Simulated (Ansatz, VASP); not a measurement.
One calculation of PbS, two programs

```xyz
2
Lattice="4.0897 0.0000 0.0000 -2.0448 3.5418 0.0000 0.0000 0.0000 3.7313" Properties=species:S:1:pos:R:3 pbc="T T T"
Pb    0.0000    0.0000    0.0000
S     2.0449    1.1806    1.8657
```

Alike in both runs: task single point; functional PBEsol; k mesh 6 × 6 × 6; occupations gaussian, width 0.02 eV; no spin polarisation.

```csv
,VASP,Ansatz
version,VASP 6.6.1,Ansatz 0.2.0
potentials or method,"VASP PAW PBE potentials, release 64 (Pb_d, S), cutoff 500 eV","plane waves, PAW"
valence electrons in the cell,20,20
```

VASP gave:

```
pressure (GPa)                                                : -2.1
traceless stress, the component that is largest in VASP (GPa) : 0.77
```

Estimate Ansatz's values.

pressure (GPa): -2.0; traceless stress, the component that is largest in VASP (GPa): 0.77.

VASP's potentials were made for PBE, not for PBEsol. With one functional, cell and mesh, what is left measures potentials, basis and numerics.

Spin-orbit coupling is off throughout.
